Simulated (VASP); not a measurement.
A run of VASP 6.6.1 is set up as follows.

INCAR

```
SYSTEM = AlAs4
PREC     = Accurate       ! precision mode
ENCUT    = 510            ! plane-wave cutoff, eV
EDIFF    = 1E-7           ! SCF threshold, eV
ISMEAR   = 0              ! smearing method
SIGMA    = 0.2            ! smearing width, eV
LREAL    = .False.        ! projectors in reciprocal space
LASPH    = .True.         ! aspherical terms in the spheres
NELM     = 120            ! most SCF steps
ALGO     = Normal         ! electronic algorithm
ISIF     = 3              ! what is computed and relaxed
LWAVE    = .False.        ! write WAVECAR
LCHARG   = .False.        ! write CHGCAR
GGA      = PE             ! functional
IBRION   = 2              ! ionic algorithm
NSW      = 36             ! ionic steps
EDIFFG   = -0.08          ! ionic threshold
GGA_COMPAT= .False.      
NELMIN   = 4
```

Contents of KPOINTS:

```
Automatic mesh
0
Gamma
  5 5 1
  0 0 0
```

POSCAR

```
AlAs4
1.0
    3.8500000000      0.0000000000      0.0000000000
   -1.9250000000      3.3341978000      0.0000000000
    0.0000000000      0.0000000000     16.5000000000
Al As
2 8
Direct
    0.3333333300      0.6666666700      0.0740000000
    0.6666666700      0.3333333300      0.9260000000
    0.6666666700      0.3333333300      0.0800000000
    0.3333333300      0.6666666700      0.9200000000
    0.0000000000      0.0000000000      0.2330000000
    0.3333333300      0.6666666700      0.3120000000
    0.6666666700      0.3333333300      0.4610000000
    0.3333333300      0.6666666700      0.5390000000
    0.0000000000      0.0000000000      0.7670000000
    0.6666666700      0.3333333300      0.6880000000
```

Potentials or basis: VASP PAW PBE potentials, release 64 (Al, As_d).

Command:

```sh
$ cat potpaw_PBE.64/Al/POTCAR potpaw_PBE.64/As_d/POTCAR > POTCAR
$ mpirun -np 1 vasp_std > vasp.out
```

Task: Estimate the band gap on the k mesh.

Result: 0.52 eV (least direct gap 0.81 eV).

Task: Estimate the space group after relaxing (to 0.1 Å).

Result: P-3m1 (No. 164).

Task: Predict the relaxed volume.

Result: 24.57 Å³/atom.

Stress tensor (GPa, compression positive):
```
-0.21  0.00  0.00
 0.00 -0.21  0.00
 0.00  0.00  0.08
```

Caveat: the volume moved by over 15 % at a fixed basis, so the end points are rough; this functional lacks dispersion, which binds layers or chains, so the pressure and a relaxed spacing across them are unreliable. A k mesh can miss the band edges.
